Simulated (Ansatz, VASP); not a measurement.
Ge3P4: VASP beside Ansatz

```
Ge P
1.0
    -4.19191    4.19191    4.19191
     4.19191   -4.19191    4.19191
     4.19191    4.19191   -4.19191
Ge P
6 8
Direct
  0.25000 0.12500 0.87500
  0.87500 0.25000 0.12500
  0.75000 0.37500 0.62500
  0.62500 0.75000 0.37500
  0.12500 0.87500 0.25000
  0.37500 0.62500 0.75000
  0.48218 0.48218 0.48218
  0.51782 0.50000 0.00000
  0.50000 0.00000 0.01782
  0.00000 0.51782 0.50000
  0.01782 0.50000 0.00000
  0.98218 0.98218 0.98218
  0.00000 0.01782 0.50000
  0.50000 0.00000 0.51782
```

Alike in both runs: functional PBE; k mesh 4 × 4 × 4; occupations gaussian, width 0.1 eV; no spin polarisation.

Ansatz relaxed the structure, and its values are those at the end. VASP's run is a single point on that final structure, the one shown.

```csv
,VASP,Ansatz
version,VASP 6.6.1,Ansatz 0.2.0
potentials or method,"VASP PAW PBE potentials, release 64 (Ge_d, P), cutoff 520 eV","scalar-relativistic, plane waves, PAW"
valence electrons in the cell,124,124
```

|  | VASP | Ansatz | Ansatz less VASP |
| --- | --- | --- | --- |
| gap on the k mesh at the Fermi level (eV) | 0.09 | 0.11 | +0.017 |
| least direct gap on the mesh (eV) | 0.09 | 0.11 | +0.017 |
| pressure (GPa) | -0.4 | -0.2 | +0.14 |
| rms of the force components (eV/Å) | 0.013 | 0.016 | +0.0033 |
